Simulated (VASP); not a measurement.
# SnO in VASP: single point with PBE+D3(BJ)

Aim: the single point of SnO with PBE+D3(BJ).

Program: VASP 6.6.1. These are calculated values, not measurements. Logs are shortened: lines on timing, memory, paths and dates and some standing lists are left out, and cuts for length are marked.

### 1 The cell of the first run

The cell holds a slab with vacuum, 8 atoms: a = 3.820 Å, b = 3.820 Å, c = 22.226 Å, α = 90.00°, β = 90.00°, γ = 90.00°.

### 2 Single point, PBE+D3(BJ) (layers slid over each other)

Contents of INCAR:

```
SYSTEM = SnO
ALGO     = Normal         ! electronic algorithm
DIPOL    = 0.5 0.5 0.408
EDIFF    = 1E-6           ! SCF threshold, eV
ENCUT    = 520            ! plane-wave cutoff, eV
GGA      = PE             ! functional
IDIPOL   = 3            
ISIF     = 2              ! what is computed and relaxed
ISMEAR   = 0              ! smearing method
IVDW     = 12             ! dispersion correction
LASPH    = .TRUE.         ! aspherical terms in the spheres
LCHARG   = .FALSE.        ! write CHGCAR
LDIPOL   = .TRUE.       
LREAL    = .FALSE.        ! projectors in reciprocal space
LWAVE    = .FALSE.        ! write WAVECAR
NBANDS   = 50             ! bands
NELM     = 100            ! most SCF steps
PREC     = Accurate       ! precision mode
SIGMA    = 0.05           ! smearing width, eV
```

Contents of KPOINTS:

```
k-points
0
G
  7 7 1
  0 0 0
```

Contents of POSCAR:

```
SnO
1.0
    3.8201527101      0.0002954416      0.0000000000
   -0.0003145269      3.8201527086      0.0000000000
    0.0000000000      0.0000000000     22.2260751773
Sn O
4 4
Direct
    0.9999452874      0.9999452874      0.2024648960
    0.4999452874      0.4999452874      0.3087831537
    0.4999452874      0.7499452874      0.5067488299
    0.9999452874      1.2499452874      0.6130670876
    0.9999461031      0.4999461031      0.2556240249
    0.4999461031      0.9999461031      0.2556240249
    0.4999444717      1.2499444717      0.5599079587
    0.9999444717      0.7499444717      0.5599079587
```

Potentials or basis: VASP PAW PBE potentials, release 64 (Sn_d, O).

Launch:

```sh
> cat potpaw_PBE.64/Sn_d/POTCAR potpaw_PBE.64/O/POTCAR > POTCAR
> mpirun -np 1 vasp_std > vasp.out
```

OUTCAR:

```text
SYSTEM = SnO
   EDIFF = 1E-6
   ENCUT = 520
   GGA = PE
   ISIF = 2
   ISMEAR = 0
   IVDW = 12
   LASPH = .TRUE.
   LREAL = .FALSE.
   NELM = 100
   PREC = Accurate
 IVDW          = 12

 ion  position               nearest neighbor table
   1  1.000  1.000  0.202-   6 2.25   5 2.25   6 2.25   5 2.25   2 3.59   2 3.59   2 3.59   2 3.59

   2  0.500  0.500  0.309-   5 2.25   6 2.25   5 2.25   6 2.25   1 3.59   1 3.59   1 3.59   1 3.59

   3  0.500  0.750  0.507-   8 2.25   7 2.25   8 2.25   7 2.25   4 3.59   4 3.59   4 3.59   4 3.59

   4  1.000  0.250  0.613-   7 2.25   8 2.25   7 2.25   8 2.25   3 3.59   3 3.59   3 3.59   3 3.59

   5  1.000  0.500  0.256-   2 2.25   1 2.25   2 2.25   1 2.25
   6  0.500  1.000  0.256-   2 2.25   1 2.25   2 2.25   1 2.25
   7  0.500  0.250  0.560-   3 2.25   4 2.25   3 2.25   4 2.25
   8  1.000  0.750  0.560-   3 2.25   4 2.25   3 2.25   4 2.25

  LATTYP: Found a simple tetragonal cell.
 ALAT       =     3.8201527215
 C/A-ratio  =     5.8181116823

  Lattice vectors:

 A1 = (   3.8201527101,   0.0002954416,   0.0000000000)
 A2 = (  -0.0003145269,   3.8201527086,   0.0000000000)
 A3 = (   0.0000000000,   0.0000000000,  22.2260751773)

Analysis of symmetry for initial positions (statically):
=====================================================================
 Subroutine PRICEL returns:
 Original cell was already a primitive cell.

 Routine SETGRP: Setting up the symmetry group for a
 simple tetragonal supercell.

 Subroutine GETGRP returns: Found  4 space group operations
 (whereof  1 operations were pure point group operations)
 out of a pool of 16 trial point group operations.

The static configuration has the point symmetry C_1 .
 The point group associated with its full space group is C_2h.

Analysis of symmetry for dynamics (positions and initial velocities):
=====================================================================
 Subroutine PRICEL returns:
 Original cell was already a primitive cell.

 Routine SETGRP: Setting up the symmetry group for a
 simple tetragonal supercell.

 Subroutine GETGRP returns: Found  4 space group operations
 (whereof  1 operations were pure point group operations)
 out of a pool of 16 trial point group operations.

The dynamic configuration has the point symmetry C_1 .
 The point group associated with its full space group is C_2h.

 Subroutine INISYM returns: Found  4 space group operations
 (whereof  1 operations are pure point group operations),
 and found     1 'primitive' translations

----------------------------------------------------------------------------------------

                                     Primitive cell

  volume of cell :     324.3577

  direct lattice vectors                    reciprocal lattice vectors
     3.820152710  0.000295442  0.000000000     0.261769638  0.000021552  0.000000000
    -0.000314527  3.820152709  0.000000000    -0.000020245  0.261769639  0.000000000
     0.000000000  0.000000000 22.226075177     0.000000000  0.000000000  0.044992199

  length of vectors
     3.820152722  3.820152722 22.226075177     0.261769639  0.261769639  0.044992199

  position of ions in fractional coordinates (direct lattice)
     0.999945287  0.999945287  0.202464896
     0.499945287  0.499945287  0.308783154
     0.499945287  0.749945287  0.506748830
     0.999945287  0.249945287  0.613067088
     0.999946103  0.499946103  0.255624025
     0.499946103  0.999946103  0.255624025
     0.499944472  0.249944472  0.559907959
     0.999944472  0.749944472  0.559907959

  ion indices of the primitive-cell ions
   primitive index   ion index
                 1           1
                 2           2
                 3           3
                 4           4
                 5           5
                 6           6
                 7           7
                 8           8

----------------------------------------------------------------------------------------

 KPOINTS: k-points

Automatic generation of k-mesh.
 Grid dimensions read from file:
 generate k-points for:    7    7    1

 Generating k-lattice:

  Cartesian coordinates                     Fractional coordinates (reciprocal lattice)
     0.037395663  0.000003079  0.000000000     0.142857143  0.000000000  0.000000000
    -0.000002892  0.037395663  0.000000000     0.000000000  0.142857143  0.000000000
     0.000000000  0.000000000  0.044992199     0.000000000  0.000000000  1.000000000

  Length of vectors
     0.037395663  0.037395663  0.044992199

  Shift w.r.t. Gamma in fractional coordinates (k-lattice)
     0.000000000  0.000000000  0.000000000

 Subroutine IBZKPT returns following result:
 ===========================================

 Found     16 irreducible k-points:

 Following reciprocal coordinates:
            Coordinates               Weight
  0.000000  0.000000  0.000000      1.000000
  0.142857  0.000000  0.000000      2.000000
  0.000000  0.142857  0.000000      2.000000
  0.285714  0.000000  0.000000      2.000000
 -0.000000  0.285714  0.000000      2.000000
  0.428571  0.000000  0.000000      2.000000
[... 8 lines left out ...]
 -0.285714  0.428571  0.000000      4.000000
  0.428571  0.428571  0.000000      4.000000
   k-points           NKPTS =     16   k-points in BZ     NKDIM =     16   number of bands    NBANDS=     50
   number of dos      NEDOS =    301   number of ions     NIONS =      8
   total plane-waves  NPLWV = 131712
   dimension x,y,z NGX =    28 NGY =   28 NGZ =  168
   dimension x,y,z NGXF=    56 NGYF=   56 NGZF=  336
   ions per type =               4   4
   NGX,Y,Z   is equivalent  to a cutoff of  12.19, 12.19, 12.57 a.u.
   NGXF,Y,Z  is equivalent  to a cutoff of  24.37, 24.37, 25.13 a.u.
 SYSTEM =  SnO
   PREC   = accura    normal or accurate (medium, high low for compatibility)
   ISTART =      0    job   : 0-new  1-cont  2-samecut
   ICHARG =      2    charge: 1-file 2-atom 10-const
   ISPIN  =      1    spin polarized calculation?
   LNONCOLLINEAR =      F non collinear calculations
   LSORBIT =      F    spin-orbit coupling
   LASPH  =      T    aspherical Exc in radial PAW
   ENCUT  =  520.0 eV  38.22 Ry    6.18 a.u.   7.10  7.10 41.33*2*pi/ulx,y,z
   NELM   =    100;   NELMIN=  2; NELMDL= -5     # of ELM steps
   EDIFF  = 0.1E-05   stopping-criterion for ELM
   LREAL  =      F    real-space projection
   EDIFFG = 0.1E-04   stopping-criterion for IOM
   NSW    =      0    number of steps for IOM
   IBRION =     -1    ionic relax: 0-MD 1-quasi-New 2-CG
   NFREE  =      0    steps in history (QN), initial steepest desc. (CG)
   ISIF   =      2    stress and relaxation
   ISYM   =      2    0-nonsym 1-usesym 2-fastsym
   POTIM  = 0.5000    time-step for ionic-motion
   TEBEG  =    0.0;   TEEND  =   0.0 temperature during run
   PSTRESS=    0.0 pullay stress
   NELECT =      80.0000    total number of electrons
   NUPDOWN=      -1.0000    fix difference up-down
   EMIN   =  10.00;   EMAX   =-10.00  energy-range for DOS
   EFERMI =   0.00;   METHOD = LEGACY
   ISMEAR =     0;   SIGMA  =   0.05  broadening in eV -4-tet -1-fermi 0-gaus
   EFERMI_NEDOS =   21; number of points for ismear=-14 and -15
   IALGO  =     38    algorithm
   IMIX   =      4    mixing-type and parameters
     AMIX     =   0.40;   BMIX     =  1.00
     AMIX_MAG =   1.60;   BMIX_MAG =  1.00
  volume/ion in A,a.u.               =      40.54       273.61
  Fermi-wavevector in a.u.,A,eV,Ry     =   1.026668  1.940121 14.341186  1.054047
  Thomas-Fermi vector in A             =   2.160573
   LORBIT       =      0    0 simple, 1 ext, 2 COOP (PROOUT), +10 PAW based schemes
   GGA     = PE    functional components
   LHFCALC =     F    Hartree Fock is set to
   AEXX    =    0.0000 exact exchange contribution
   IVDW    =    12    specifies the selected vdW correction
   LEPSILON=     F    determine dielectric tensor
   LRPA    =     F    only Hartree local field effects (RPA)
 non-spin polarized calculation
 Gauss-broadening in eV      SIGMA  =   0.05
  energy-cutoff  :      520.00
  volume of cell :      324.36
 maximum number of plane-waves:      8769
   NGX = 15   NGY = 15   NGZ = 83

 dipolmoment           0.000000      0.000000      0.000004 electrons x Angstroem

 number of electron      79.9999969 magnetization

 dipolmoment           0.000000      0.000000     -0.000000 electrons x Angstroem

 Free energy of the ion-electron system (eV)
  ---------------------------------------------------
  ext. energy  EPLUGINS =         0.00000000
  ---------------------------------------------------
  free energy    TOTEN  =       -45.15657753 eV

  energy without entropy =      -45.15657753  energy(sigma->0) =      -45.15657753

 E-fermi :   0.0509     XC(G=0):  -5.3372

 val. band max:       -0.2397481979   @ k =   0.1429   0.1429   0.0000
 cond. band min:       2.3309879177   @ k =   0.0000   0.0000   0.0000
 fundamental gap:      2.5707361156
 Fermi energy:         0.0509240517

 k-point     1 :       0.0000    0.0000    0.0000
  band No.  band energies     occupation
      1     -21.0484      2.00000
      2     -21.0484      2.00000
      3     -20.6877      2.00000
      4     -20.6877      2.00000
      5     -20.6502      2.00000
      6     -20.6499      2.00000
[... 42 lines left out ...]
     49       5.2158      0.00000
     50       5.2169      0.00000

 k-point     2 :       0.1429    0.0000    0.0000
  band No.  band energies     occupation
      1     -21.0395      2.00000
      2     -21.0394      2.00000
      3     -20.6884      2.00000
      4     -20.6883      2.00000
      5     -20.6517      2.00000
      6     -20.6517      2.00000
[... 734 lines left out ...]
 k-point    16 :       0.4286    0.4286    0.0000
  band No.  band energies     occupation
      1     -20.9893      2.00000
      2     -20.9892      2.00000
      3     -20.9754      2.00000
      4     -20.9752      2.00000
      5     -20.6548      2.00000
      6     -20.6547      2.00000
[... 42 lines left out ...]
     49       6.1311      0.00000
     50       6.1823      0.00000

------------------------ aborting loop because EDIFF is reached ----------------------------------------

 vacuum level on the upper side and lower side of the slab       (xc-potential included)        -0.152        -0.152

 Edisp (eV)   -1.22170

 E8    (eV) :    -0.5399

  FORCE on cell =-STRESS in cart. coord.  units (eV):
  Direction    XX          YY          ZZ          XY          YZ          ZX
  --------------------------------------------------------------------------------------
  -------------------------------------------------------------------------------------
  Total       0.18494     0.21234     0.09067    -0.00000     0.16514    -0.00001
  in kB       0.91350     1.04887     0.44788    -0.00002     0.81571    -0.00007
  external pressure =        0.80 kB  Pullay stress =        0.00 kB

 VOLUME and BASIS-vectors are now :
 -----------------------------------------------------------------------------
  energy-cutoff  :      520.00
  volume of cell :      324.36
      direct lattice vectors                 reciprocal lattice vectors
     3.820152710  0.000295442  0.000000000     0.261769638  0.000021552  0.000000000
    -0.000314527  3.820152709  0.000000000    -0.000020245  0.261769639  0.000000000
     0.000000000  0.000000000 22.226075177     0.000000000  0.000000000  0.044992199

 POSITION                                       TOTAL-FORCE (eV/Angst)
 -----------------------------------------------------------------------------------
      3.81963      3.82024      4.50000         0.000000     -0.003083     -0.085308
      1.90971      1.91002      6.86304         0.000001     -0.016553      0.112572
      1.90963      2.86505     11.26304        -0.000001      0.016553     -0.112572
      3.81987      0.95512     13.62608        -0.000000      0.003083      0.085308
      3.81979      1.91017      5.68152        -0.000000      0.006068      0.002766
      1.90956      3.82009      5.68152         0.000001     -0.015587      0.002624
      1.90979      0.95497     12.44456        -0.000001      0.015587     -0.002624
      3.81970      2.86520     12.44456         0.000000     -0.006068     -0.002766
 -----------------------------------------------------------------------------------
    total drift:                               -0.000003     -0.000003     -0.000002

  FREE ENERGIE OF THE ION-ELECTRON SYSTEM (eV)
  ---------------------------------------------------
  free  energy   TOTEN  =       -46.3782761365 eV

  energy  without entropy=      -46.3782761365  energy(sigma->0) =      -46.37827614

 vacuum level on the upper side and lower side of the slab         4.799         4.799
```

Wall time 11 min (1 thread of Intel Xeon 8259CL, shared host); peak memory 0.45 GiB.

What came out:

| Quantity | Value |
| --- | --- |
| Free energy | -46.3783 eV |
| Largest force | 0.114 eV/Å |
| Band gap on the k mesh | 2.57 eV (least direct gap 2.60 eV) |
| Dispersion energy per atom | -0.153 eV |

Forces in eV/Å, atoms in the order of the input:
```
Sn   0.000 -0.003 -0.085
Sn   0.000 -0.017  0.113
Sn   0.000  0.017 -0.113
Sn   0.000  0.003  0.085
O    0.000  0.006  0.003
O    0.000 -0.016  0.003
O    0.000  0.016 -0.003
O    0.000 -0.006 -0.003
```

Caveat: the cell differs from its parent crystal (layers slid over each other); spin-orbit coupling is left out, which moves the levels of the heavy elements.
